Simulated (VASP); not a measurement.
# Al in VASP: a series of runs

Runs on Al. Level: PBE+D3(BJ). Tasks: relaxation of the atoms, single point.

Everything below comes from runs of VASP 6.6.1. Logs are shortened: lines on timing, memory, paths and dates and some standing lists are left out, and cuts for length are marked.

### 1 The cell of the first run

The cell holds a slab with vacuum, 16 atoms: a = 5.632 Å, b = 5.632 Å, c = 22.974 Å, α = 90.00°, β = 90.00°, γ = 90.00°.

### 2 Relaxation of the atoms, PBE+D3(BJ)

INCAR reads:

```
SYSTEM = Al
ALGO = Normal ; DIPOL = 0.5 0.5 0.500
EDIFF = 1E-6 ; EDIFFG = -0.03
ENCUT = 520 ; GGA = PE
IBRION = 2 ; IDIPOL = 3
ISIF = 2 ; ISMEAR = 0
IVDW = 12 ; LASPH = .True.
LCHARG = .False. ; LDIPOL = .True.
LREAL = Auto ; LWAVE = .False.
NELM = 80 ; NSW = 90
PREC = Accurate ; SIGMA = 0.1
```

KPOINTS reads:

```
k-points
0
Gamma
  5 5 1
  0 0 0
```

POSCAR reads:

```
Al
1.0
    5.6324246428      0.0000000000      0.0000000000
    0.0000000000      5.6324246428      0.0000000000
    0.0000000000      0.0000000000     22.9740884892
Al
16
Selective dynamics
Direct
    0.2500000000      0.2500000000      0.3699820345  F F F
    0.2500000000      0.7500000000      0.3699820345  F F F
    0.7500000000      0.2500000000      0.3699820345  F F F
    0.7500000000      0.7500000000      0.3699820345  F F F
    0.5000000000      0.5000000000      0.4566606782  F F F
    0.5000000000      0.0000000000      0.4566606782  F F F
    0.0000000000      0.5000000000      0.4566606782  F F F
    0.0000000000      0.0000000000      0.4566606782  F F F
    0.7500000000      0.7500000000      0.5433393218  T T T
    0.7500000000      0.2500000000      0.5433393218  T T T
    0.2500000000      0.7500000000      0.5433393218  T T T
    0.2500000000      0.2500000000      0.5433393218  T T T
    0.0000000000      0.0000000000      0.6300179655  T T T
    0.0000000000      0.5000000000      0.6300179655  T T T
    0.5000000000      0.0000000000      0.6300179655  T T T
    0.5000000000      0.5000000000      0.6300179655  T T T
```

Potentials or basis: VASP PAW PBE potentials, release 64 (Al).

Command:

```
$ cat potpaw_PBE.64/Al/POTCAR > POTCAR
$ mpirun -np 1 vasp_std > vasp.out
```

OUTCAR:

```text
SYSTEM = Al
   EDIFF = 1E-6
   EDIFFG = -0.03
   ENCUT = 520
   GGA = PE
   IBRION = 2
   ISIF = 2
   ISMEAR = 0
   IVDW = 12
   LASPH = .True.
   LREAL = Auto
   NELM = 80
   NSW = 90
   PREC = Accurate
 IVDW          = 12

 ion  position               nearest neighbor table
   1  0.250  0.250  0.370-   2 2.82   3 2.82   2 2.82   3 2.82   7 2.82   8 2.82   5 2.82   6 2.82

   2  0.250  0.750  0.370-   1 2.82   4 2.82   1 2.82   4 2.82   7 2.82   8 2.82   5 2.82   6 2.82

   3  0.750  0.250  0.370-   1 2.82   4 2.82   4 2.82   1 2.82   7 2.82   8 2.82   5 2.82   6 2.82
[... 33 lines left out ...]
 A1 = (   5.6324246428,   0.0000000000,   0.0000000000)
 A2 = (   0.0000000000,   5.6324246428,   0.0000000000)
 A3 = (   0.0000000000,   0.0000000000,  22.9740884892)

Analysis of symmetry for initial positions (statically):
=====================================================================
 Subroutine PRICEL returns following result:

  LATTYP: Found a simple tetragonal cell.
 ALAT       =     2.8162123214
 C/A-ratio  =     8.1577970221
[... 12 lines left out ...]
 Subroutine GETGRP returns: Found 16 space group operations
 (whereof  8 operations were pure point group operations)
 out of a pool of 16 trial point group operations.

The static configuration has the point symmetry C_4v.
 The point group associated with its full space group is D_4h.

Analysis of symmetry for dynamics (positions and initial velocities):
=====================================================================
 Subroutine PRICEL returns following result:

  LATTYP: Found a simple tetragonal cell.
 ALAT       =     2.8162123214
 C/A-ratio  =     8.1577970221
[... 12 lines left out ...]
 Subroutine GETGRP returns: Found 16 space group operations
 (whereof  8 operations were pure point group operations)
 out of a pool of 16 trial point group operations.

The dynamic configuration has the point symmetry C_4v.
 The point group associated with its full space group is D_4h.

Analysis of constrained symmetry for selective dynamics:
=====================================================================
 Subroutine PRICEL returns following result:

  LATTYP: Found a simple tetragonal cell.
 ALAT       =     2.8162123214
 C/A-ratio  =     8.1577970221
[... 12 lines left out ...]
 Subroutine GETGRP returns: Found  8 space group operations
 (whereof  8 operations were pure point group operations)
 out of a pool of 16 trial point group operations.

The constrained configuration has the point symmetry C_4v.

 Subroutine INISYM returns: Found  8 space group operations
 (whereof  8 operations are pure point group operations),
 and found     4 'primitive' translations

----------------------------------------------------------------------------------------
[... 99 lines left out ...]
  volume/ion in A,a.u.               =      45.55       307.40
  Fermi-wavevector in a.u.,A,eV,Ry     =   0.661118  1.249332  5.946791  0.437077
  Thomas-Fermi vector in A             =   1.733777
   LORBIT       =      0    0 simple, 1 ext, 2 COOP (PROOUT), +10 PAW based schemes
   GGA     = PE    functional components
   LHFCALC =     F    Hartree Fock is set to
   AEXX    =    0.0000 exact exchange contribution
   IVDW    =    12    specifies the selected vdW correction
   LEPSILON=     F    determine dielectric tensor
   LRPA    =     F    only Hartree local field effects (RPA)
 conjugate gradient relaxation of ions
 non-spin polarized calculation
 Gauss-broadening in eV      SIGMA  =   0.10
  energy-cutoff  :      520.00
  volume of cell :      728.83
 maximum number of plane-waves:     19689
 NGX is ok and might be reduce to    42
   NGX = 21   NGY = 21   NGZ = 85

--------------------------------------- Ionic step        1  -------------------------------------------

 number of electron      48.0000000 magnetization

 Free energy of the ion-electron system (eV)
  ---------------------------------------------------
  ext. energy  EPLUGINS =         0.00000000
  ---------------------------------------------------
  free energy    TOTEN  =       -55.95468639 eV

  energy without entropy =      -55.91786801  energy(sigma->0) =      -55.93627720

------------------------ aborting loop because EDIFF is reached ----------------------------------------

 Edisp (eV)   -4.00770

 E8    (eV) :    -1.8664
[... 255 lines left out ...]
  FREE ENERGIE OF THE ION-ELECTRON SYSTEM (eV)
  ---------------------------------------------------
  free  energy   TOTEN  =       -60.0511226547 eV

  energy  without entropy=      -59.9977772024  energy(sigma->0) =      -60.02444993

 dipolmoment           0.000000      0.000000      0.008976 electrons x Angstroem

--------------------------------------- Ionic step        6  -------------------------------------------

 number of electron      48.0000000 magnetization

------------------------ aborting loop because EDIFF is reached ----------------------------------------
[... 49 lines left out ...]
--------------------------------------- Ionic step        7  -------------------------------------------

 number of electron      48.0000000 magnetization

 dipolmoment           0.000000      0.000000     -0.002848 electrons x Angstroem

 Free energy of the ion-electron system (eV)
  ---------------------------------------------------
  ext. energy  EPLUGINS =         0.00000000
  ---------------------------------------------------
  free energy    TOTEN  =       -56.12244414 eV

  energy without entropy =      -56.06697631  energy(sigma->0) =      -56.09471023

 E-fermi :   0.1803     XC(G=0):  -4.5149

 val. band max:        0.1633693268   @ k =   0.0000   0.0000   0.0000
 cond. band min:       0.1831974213   @ k =   0.0000   0.0000   0.0000
 fundamental gap:      0.0198280945
 Fermi energy:         0.1803296287

 k-point     1 :       0.0000    0.0000    0.0000
  band No.  band energies     occupation
      1     -10.5834      2.00000
      2      -9.2379      2.00000
      3      -7.0612      2.00000
      4      -6.0219      2.00000
      5      -6.0219      2.00000
      6      -5.9954      2.00000
[... 205 lines left out ...]
     32       2.2090      0.00000
     33       2.2497      0.00000

------------------------ aborting loop because EDIFF is reached ----------------------------------------

 vacuum level on the upper side and lower side of the slab       (xc-potential included)        -0.165        -0.102

 Edisp (eV)   -3.93801

 E8    (eV) :    -1.8313

  FORCE on cell =-STRESS in cart. coord.  units (eV):
  Direction    XX          YY          ZZ          XY          YZ          ZX
  --------------------------------------------------------------------------------------
  -------------------------------------------------------------------------------------
  Total      -7.77006    -7.77006     1.94023     0.00000     0.00000     0.00000
  in kB     -17.08072   -17.08072     4.26514     0.00000     0.00000     0.00000
  external pressure =       -9.97 kB  Pullay stress =        0.00 kB
[... 31 lines left out ...]
  FREE ENERGIE OF THE ION-ELECTRON SYSTEM (eV)
  ---------------------------------------------------
  free  energy   TOTEN  =       -60.0604560224 eV

  energy  without entropy=      -60.0049881865  energy(sigma->0) =      -60.03272210

 reached required accuracy - stopping structural energy minimisation

 vacuum level on the upper side and lower side of the slab         4.337         4.383
```

It took 23 min on 1 thread of Intel Xeon 8259CL, shared host; peak memory 0.74 GiB.

Results:

* Free energy: -60.0605 eV
* Energy gained by relaxing: 6.1 meV/atom
* Ionic steps: 7
* Band gap on the k mesh: zero (bands 24 and 25 overlap by 0.74 eV)
* Dispersion energy per atom: -0.246 eV

The path:
```csv
step,energy change (eV),largest force on free atoms (eV/Å),pressure (GPa)
1,0.0000,0.2837,-0.51
2,-0.0163,0.2501,-0.56
3,-0.0546,0.1409,-0.69
4,-0.0879,0.1508,-0.94
5,-0.0887,0.1506,-0.97
6,-0.0977,0.0307,-0.99
7,-0.0981,0.0029,-1.00
```

Final structure:
```xyz
16
Lattice="5.6324 0.0000 0.0000 0.0000 5.6324 0.0000 0.0000 0.0000 22.9741" Properties=species:S:1:pos:R:3 pbc="T T T"
Al    1.4081    1.4081    8.5000
Al    1.4081    4.2243    8.5000
Al    4.2243    1.4081    8.5000
Al    4.2243    4.2243    8.5000
Al    2.8162    2.8162   10.4914
Al    2.8162    0.0000   10.4914
Al    0.0000    2.8162   10.4914
Al    0.0000    0.0000   10.4914
Al    4.2243    4.2243   12.5638
Al    4.2243    1.4081   12.5638
Al    1.4081    4.2243   12.5638
Al    1.4081    1.4081   12.5638
Al    0.0000    0.0000   14.6279
Al    0.0000    2.8162   14.6279
Al    2.8162    0.0000   14.6279
Al    2.8162    2.8162   14.6279
```

Levels at points of the mesh, in eV from the Fermi level:
```csv
k point,band 22,band 23,band 24,band 25,band 26,band 27
"(0.00, 0.00, 0.00)",-0.99,-0.91,-0.02,-0.02,0.00,0.00
```

### 3 Relaxation of the atoms, PBE+D3(BJ)

This run uses another cell than the first one.

INCAR reads:

```
PREC = Accurate
ENCUT = 520
EDIFF = 1E-7
ISMEAR = 0
SIGMA = 0.1
LREAL = Auto
LASPH = True
NELM = 60
ALGO = Normal
ISIF = 2
LWAVE = False
LCHARG = False
LDIPOL = True
IDIPOL = 3
DIPOL = 0.5 0.5 0.500
GGA = PE
IVDW = 12
IBRION = 2
NSW = 90
EDIFFG = -0.03
```

KPOINTS reads:

```
Automatic mesh
0
Gamma
  4 4 1
```

POSCAR reads:

```
Al
1.0
    5.6324246428      0.0000000000      0.0000000000
    0.0000000000      5.6324246428      0.0000000000
    0.0000000000      0.0000000000     21.9740884892
Al
16
Selective dynamics
Direct
    0.2500000000      0.2500000000      0.3640651581  F F F
    0.2500000000      0.7500000000      0.3640651581  F F F
    0.7500000000      0.2500000000      0.3640651581  F F F
    0.7500000000      0.7500000000      0.3640651581  F F F
    0.5000000000      0.5000000000      0.4546883860  F F F
    0.5000000000      0.0000000000      0.4546883860  F F F
    0.0000000000      0.5000000000      0.4546883860  F F F
    0.0000000000      0.0000000000      0.4546883860  F F F
    0.7500000000      0.7500000000      0.5453116140  T T T
    0.7500000000      0.2500000000      0.5453116140  T T T
    0.2500000000      0.7500000000      0.5453116140  T T T
    0.2500000000      0.2500000000      0.5453116140  T T T
    0.0000000000      0.0000000000      0.6359348419  T T T
    0.0000000000      0.5000000000      0.6359348419  T T T
    0.5000000000      0.0000000000      0.6359348419  T T T
    0.5000000000      0.5000000000      0.6359348419  T T T
```

Potentials or basis: VASP PAW PBE potentials, release 64 (Al).

Command:

```
$ cat potpaw_PBE.64/Al/POTCAR > POTCAR
$ mpirun -np 1 vasp_std > vasp.out
```

It took 14 min on 1 thread of Intel Xeon Platinum 8488C (Sapphire Rapids), shared host; peak memory 0.68 GiB.

It converged, with:

```
Free energy                : -60.0601 eV
Energy gained by relaxing  : 3.4 meV/atom
Ionic steps                : 6
Band gap on the k mesh     : zero (bands 24 and 25 overlap by 0.12 eV)
Dispersion energy per atom : -0.251 eV
```

The path:
| step | energy change (eV) | largest force on free atoms (eV/Å) | pressure (GPa) |
| --- | --- | --- | --- |
| 1 | 0.0000 | 0.4122 | -0.54 |
| 2 | -0.0312 | 0.2646 | -0.56 |
| 3 | -0.0516 | 0.0452 | -0.56 |
| 4 | -0.0517 | 0.0496 | -0.56 |
| 5 | -0.0524 | 0.0459 | -0.55 |
| 6 | -0.0539 | 0.0270 | -0.52 |

Final structure:
```
CELL_PARAMETERS angstrom
5.63242 0.00000 0.00000
0.00000 5.63242 0.00000
0.00000 0.00000 21.97409
ATOMIC_POSITIONS crystal
Al 0.25000 0.25000 0.36407
Al 0.25000 0.75000 0.36407
Al 0.75000 0.25000 0.36407
Al 0.75000 0.75000 0.36407
Al 0.50000 0.50000 0.45469
Al 0.50000 0.00000 0.45469
Al 0.00000 0.50000 0.45469
Al 0.00000 0.00000 0.45469
Al 0.75000 0.75000 0.54254
Al 0.75000 0.25000 0.54254
Al 0.25000 0.75000 0.54254
Al 0.25000 0.25000 0.54254
Al 0.00000 0.00000 0.63640
Al 0.00000 0.50000 0.63640
Al 0.50000 0.00000 0.63640
Al 0.50000 0.50000 0.63640
```

Levels at points of the mesh, in eV from the Fermi level:
| k point | band 22 | band 23 | band 24 | band 25 | band 26 | band 27 |
| --- | --- | --- | --- | --- | --- | --- |
| (0.00, 0.00, 0.00) | -1.17 | -1.11 | 0.02 | 0.02 | 0.04 | 0.04 |
| (0.50, 0.00, 0.00) | -1.03 | -0.86 | -0.86 | 0.57 | 0.57 | 1.07 |
| (0.50, 0.50, 0.00) | 0.05 | 0.05 | 0.05 | 0.95 | 0.95 | 0.95 |

(Part 1 of 2 ends here.)

The gap in the log of VASP goes by the Fermi energy; the results here count the filled bands.